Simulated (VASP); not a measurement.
# SrTiO3 (Pm-3m) in VASP: notebook, part 2 of 2

VASP 6.6.1. Earlier steps stand in the parts before.

### 3 Relaxation of cell and atoms, PBE

This run uses another cell than the first one, of 11.55 Å³/atom, 0.947 times its volume.

Input file INCAR:

```
PREC = Accurate ; ENCUT = 600
EDIFF = 1E-6 ; ISMEAR = -1
SIGMA = 0.1 ; LREAL = F
LASPH = T ; NELM = 60
ALGO = Normal ; ISIF = 3
LWAVE = F ; LCHARG = F
GGA = PE ; IBRION = 2
NSW = 60 ; EDIFFG = -0.01
```

Input file KPOINTS:

```
Automatic mesh
0
Gamma
  5 5 5
  0.5 0.5 0.5
```

Input file POSCAR:

```
SrTiO3
1.0
    3.8658373600      0.0000000000      0.0000000000
    0.0000000000      3.8658373600      0.0000000000
    0.0000000000      0.0000000000      3.8658373600
Sr Ti O
1 1 3
Direct
    0.5000000000      0.5000000000      0.5000000000
    0.0000000000      0.0000000000      0.0000000000
    0.5000000000      0.0000000000      0.0000000000
    0.0000000000      0.5000000000      0.0000000000
    0.0000000000      0.0000000000      0.5000000000
```

Potentials or basis: VASP PAW PBE potentials, release 64 (Sr_sv, Ti_sv, O).

Run with:

```
$ cat potpaw_PBE.64/Sr_sv/POTCAR potpaw_PBE.64/Ti_sv/POTCAR potpaw_PBE.64/O/POTCAR > POTCAR
$ mpirun -np 1 vasp_std > vasp.out
```

OUTCAR:

```text
PREC = Accurate
   ENCUT = 600
   EDIFF = 1E-6
   ISMEAR = -1
   LREAL = F
   LASPH = T
   NELM = 60
   ISIF = 3
   GGA = PE
   IBRION = 2
   NSW = 60
   EDIFFG = -0.01

 ion  position               nearest neighbor table
   1  0.500  0.500  0.500-   3 2.73   4 2.73   5 2.73   3 2.73   4 2.73   3 2.73   5 2.73   3 2.73
                             4 2.73   5 2.73   4 2.73   5 2.73   2 3.35   2 3.35   2 3.35   2 3.35
   2  0.000  0.000  0.000-   3 1.93   4 1.93   5 1.93   5 1.93   4 1.93   3 1.93   1 3.35   1 3.35
                             1 3.35   1 3.35   1 3.35   1 3.35   1 3.35   1 3.35
   3  0.500  0.000  0.000-   2 1.93   2 1.93   1 2.73   1 2.73   1 2.73   1 2.73
   4  0.000  0.500  0.000-   2 1.93   2 1.93   1 2.73   1 2.73   1 2.73   1 2.73
   5  0.000  0.000  0.500-   2 1.93   2 1.93   1 2.73   1 2.73   1 2.73   1 2.73

  LATTYP: Found a simple cubic cell.
 ALAT       =     3.8658373600

  Lattice vectors:

 A1 = (   3.8658373600,   0.0000000000,   0.0000000000)
 A2 = (   0.0000000000,   3.8658373600,   0.0000000000)
 A3 = (   0.0000000000,   0.0000000000,   3.8658373600)

Analysis of symmetry for initial positions (statically):
=====================================================================
 Subroutine PRICEL returns:
 Original cell was already a primitive cell.

 Routine SETGRP: Setting up the symmetry group for a
 simple cubic supercell.

 Subroutine GETGRP returns: Found 48 space group operations
 (whereof 48 operations were pure point group operations)
 out of a pool of 48 trial point group operations.

The static configuration has the point symmetry O_h .

Analysis of symmetry for dynamics (positions and initial velocities):
=====================================================================
 Subroutine PRICEL returns:
 Original cell was already a primitive cell.

 Routine SETGRP: Setting up the symmetry group for a
 simple cubic supercell.

 Subroutine GETGRP returns: Found 48 space group operations
 (whereof 48 operations were pure point group operations)
 out of a pool of 48 trial point group operations.

The dynamic configuration has the point symmetry O_h .

 Subroutine INISYM returns: Found 48 space group operations
 (whereof 48 operations are pure point group operations),
 and found     1 'primitive' translations

----------------------------------------------------------------------------------------

                                     Primitive cell

  volume of cell :      57.7738

  direct lattice vectors                    reciprocal lattice vectors
     3.865837360  0.000000000  0.000000000     0.258676169  0.000000000  0.000000000
     0.000000000  3.865837360  0.000000000     0.000000000  0.258676169  0.000000000
     0.000000000  0.000000000  3.865837360     0.000000000  0.000000000  0.258676169

  length of vectors
     3.865837360  3.865837360  3.865837360     0.258676169  0.258676169  0.258676169

  position of ions in fractional coordinates (direct lattice)
     0.500000000  0.500000000  0.500000000
     0.000000000  0.000000000  0.000000000
     0.500000000  0.000000000  0.000000000
     0.000000000  0.500000000  0.000000000
     0.000000000  0.000000000  0.500000000

  ion indices of the primitive-cell ions
   primitive index   ion index
                 1           1
                 2           2
                 3           3
                 4           4
                 5           5

----------------------------------------------------------------------------------------

 KPOINTS: Automatic mesh

Automatic generation of k-mesh.
 Grid dimensions read from file:
 generate k-points for:    5    5    5

 Generating k-lattice:

  Cartesian coordinates                     Fractional coordinates (reciprocal lattice)
     0.051735234  0.000000000  0.000000000     0.200000000  0.000000000  0.000000000
     0.000000000  0.051735234  0.000000000     0.000000000  0.200000000  0.000000000
     0.000000000  0.000000000  0.051735234     0.000000000  0.000000000  0.200000000

  Length of vectors
     0.051735234  0.051735234  0.051735234

  Shift w.r.t. Gamma in fractional coordinates (k-lattice)
     0.500000000  0.500000000  0.500000000

 Subroutine IBZKPT returns following result:
 ===========================================

 Found     10 irreducible k-points:

 Following reciprocal coordinates:
            Coordinates               Weight
  0.100000  0.100000  0.100000      8.000000
  0.300000  0.100000  0.100000     24.000000
  0.500000  0.100000  0.100000     12.000000
  0.300000  0.300000  0.100000     24.000000
  0.500000  0.300000  0.100000     24.000000
  0.500000  0.500000  0.100000      6.000000
  0.300000  0.300000  0.300000      8.000000
  0.500000  0.300000  0.300000     12.000000
  0.500000  0.500000  0.300000      6.000000
  0.500000  0.500000  0.500000      1.000000
   k-points           NKPTS =     10   k-points in BZ     NKDIM =     10   number of bands    NBANDS=     24
   number of dos      NEDOS =    301   number of ions     NIONS =      5
   total plane-waves  NPLWV =  32768
   dimension x,y,z NGX =    32 NGY =   32 NGZ =   32
   dimension x,y,z NGXF=    64 NGYF=   64 NGZF=   64
   ions per type =               1   1   3
   NGX,Y,Z   is equivalent  to a cutoff of  13.76, 13.76, 13.76 a.u.
   NGXF,Y,Z  is equivalent  to a cutoff of  27.52, 27.52, 27.52 a.u.
 SYSTEM =  unknown system
   PREC   = accura    normal or accurate (medium, high low for compatibility)
   ISTART =      0    job   : 0-new  1-cont  2-samecut
   ICHARG =      2    charge: 1-file 2-atom 10-const
   ISPIN  =      1    spin polarized calculation?
   LNONCOLLINEAR =      F non collinear calculations
   LSORBIT =      F    spin-orbit coupling
   LASPH  =      T    aspherical Exc in radial PAW
   ENCUT  =  600.0 eV  44.10 Ry    6.64 a.u.   7.72  7.72  7.72*2*pi/ulx,y,z
   NELM   =     60;   NELMIN=  2; NELMDL= -5     # of ELM steps
   EDIFF  = 0.1E-05   stopping-criterion for ELM
   LREAL  =      F    real-space projection
   EDIFFG = -.1E-01   stopping-criterion for IOM
   NSW    =     60    number of steps for IOM
   IBRION =      2    ionic relax: 0-MD 1-quasi-New 2-CG
   NFREE  =      1    steps in history (QN), initial steepest desc. (CG)
   ISIF   =      3    stress and relaxation
   ISYM   =      2    0-nonsym 1-usesym 2-fastsym
   POTIM  = 0.5000    time-step for ionic-motion
   TEBEG  =    0.0;   TEEND  =   0.0 temperature during run
   PSTRESS=    0.0 pullay stress
   NELECT =      40.0000    total number of electrons
   NUPDOWN=      -1.0000    fix difference up-down
   EMIN   =  10.00;   EMAX   =-10.00  energy-range for DOS
   EFERMI =   0.00;   METHOD = LEGACY
   ISMEAR =    -1;   SIGMA  =   0.10  broadening in eV -4-tet -1-fermi 0-gaus
   EFERMI_NEDOS =   21; number of points for ismear=-14 and -15
   IALGO  =     38    algorithm
   IMIX   =      4    mixing-type and parameters
     AMIX     =   0.40;   BMIX     =  1.00
     AMIX_MAG =   1.60;   BMIX_MAG =  1.00
  volume/ion in A,a.u.               =      11.55        77.98
  Fermi-wavevector in a.u.,A,eV,Ry     =   1.448276  2.736844 28.538255  2.097503
  Thomas-Fermi vector in A             =   2.566135
   LORBIT       =      0    0 simple, 1 ext, 2 COOP (PROOUT), +10 PAW based schemes
   GGA     = PE    functional components
   LHFCALC =     F    Hartree Fock is set to
   AEXX    =    0.0000 exact exchange contribution
   IVDW    =     0    specifies the selected vdW correction
   LEPSILON=     F    determine dielectric tensor
   LRPA    =     F    only Hartree local field effects (RPA)
 conjugate gradient relaxation of ions
 non-spin polarized calculation
  energy-cutoff  :      600.00
  volume of cell :       57.77
 maximum number of plane-waves:      1936
 NGX is ok and might be reduce to    32
   NGX = 15   NGY = 15   NGZ = 15

--------------------------------------- Ionic step        1  -------------------------------------------

 number of electron      39.9999993 magnetization

 Free energy of the ion-electron system (eV)
  ---------------------------------------------------
  ext. energy  EPLUGINS =         0.00000000
  ---------------------------------------------------
  free energy    TOTEN  =       -39.99606645 eV

  energy without entropy =      -39.99605974  energy(sigma->0) =      -39.99606310

------------------------ aborting loop because EDIFF is reached ----------------------------------------

  FORCE on cell =-STRESS in cart. coord.  units (eV):
  Direction    XX          YY          ZZ          XY          YZ          ZX
  --------------------------------------------------------------------------------------
  -------------------------------------------------------------------------------------
  Total        3.9290476      3.9290476      3.9290476      0.0000000      0.0000000      0.0000000
  in kB      108.9600114    108.9600114    108.9600114      0.0000000      0.0000000      0.0000000
  external PRESSURE =     108.9600114 kB  Pullay stress =       0.0000000 kB
[... 63 lines left out ...]
  energy  without entropy=      -40.0149867335  energy(sigma->0) =      -40.01500079

--------------------------------------- Ionic step        3  -------------------------------------------

 number of electron      39.9999974 magnetization

 Free energy of the ion-electron system (eV)
  ---------------------------------------------------
  ext. energy  EPLUGINS =         0.00000000
  ---------------------------------------------------
  free energy    TOTEN  =       -40.10620882 eV

  energy without entropy =      -40.10619474  energy(sigma->0) =      -40.10620178

 E-fermi :   4.9809     XC(G=0): -11.1261

 val. band max:        3.9412437462   @ k =   0.5000   0.5000   0.5000
 cond. band min:       6.1010631554   @ k =   0.1000   0.1000   0.1000
 fundamental gap:      2.1598194092
 Fermi energy:         4.9808870027

 k-point     1 :       0.1000    0.1000    0.1000
  band No.  band energies     occupation
      1     -52.6297      2.00000
      2     -28.9542      2.00000
      3     -28.8651      2.00000
      4     -28.8651      2.00000
      5     -28.8381      2.00000
      6     -13.3748      2.00000
[... 291 lines left out ...]
  FREE ENERGIE OF THE ION-ELECTRON SYSTEM (eV)
  ---------------------------------------------------
  free  energy   TOTEN  =       -40.1062088151 eV

  energy  without entropy=      -40.1061947424  energy(sigma->0) =      -40.10620178

 reached required accuracy - stopping structural energy minimisation
```

OSZICAR:

```text
N       E                     dE             d eps       ncg     rms          rms(c)
DAV:   1     0.477106212838E+03    0.47711E+03   -0.23096E+04   480   0.201E+03
DAV:   2    -0.485188870790E+01   -0.48196E+03   -0.47423E+03   592   0.529E+02
DAV:   3    -0.475843842868E+02   -0.42732E+02   -0.42687E+02   528   0.157E+02
[... 35 lines left out ...]
DAV:   7    -0.401061557409E+02   -0.12381E-02   -0.45806E-03   800   0.520E-01    0.509E-02
DAV:   8    -0.401062015988E+02   -0.45858E-04   -0.50169E-04   656   0.134E-01    0.359E-02
DAV:   9    -0.401062108000E+02   -0.92012E-05   -0.65792E-05   704   0.585E-02    0.180E-02
DAV:  10    -0.401062088248E+02    0.19752E-05   -0.13892E-05   576   0.335E-02    0.248E-03
DAV:  11    -0.401062088151E+02    0.97230E-08   -0.67718E-07   272   0.606E-03
   3 F= -.40106209E+02 E0= -.40106202E+02  d E =-.110142E+00
```

Wall time 77 s (1 thread of Intel Xeon 8259CL, shared host); peak memory 0.19 GiB.

Results:

* Free energy: -40.1062 eV
* Relaxed volume: 12.24 Å³/atom
* Relaxed cell: a = 3.941 Å, b = 3.941 Å, c = 3.941 Å, α = 90.00°, β = 90.00°, γ = 90.00°
* Space group after relaxing (to 0.05 Å): Pm-3m (No. 221)
* Energy gained by relaxing: 22.0 meV/atom
* Ionic steps: 3
* Pressure after relaxing: -0.1 GPa
* Band gap on the k mesh: 2.16 eV, indirect (least direct gap 2.81 eV)

Step by step:
| step | energy change (eV) | largest force (eV/Å) | pressure (GPa) | volume (Å³) |
| --- | --- | --- | --- | --- |
| 1 | 0.0000 | 0.0000 | 10.90 | 57.77 |
| 2 | -0.0189 | 0.0000 | -8.14 | 64.60 |
| 3 | -0.1101 | 0.0000 | -0.10 | 61.21 |

Final structure:
```
Sr Ti O
1.0
     3.94091    0.00000    0.00000
     0.00000    3.94091    0.00000
     0.00000    0.00000    3.94091
Sr Ti O
1 1 3
Direct
  0.50000 0.50000 0.50000
  0.00000 0.00000 0.00000
  0.50000 0.00000 0.00000
  0.00000 0.50000 0.00000
  0.00000 0.00000 0.50000
```

A k mesh can miss the band edges. Zero-point motion and thermal expansion aren't in these numbers.
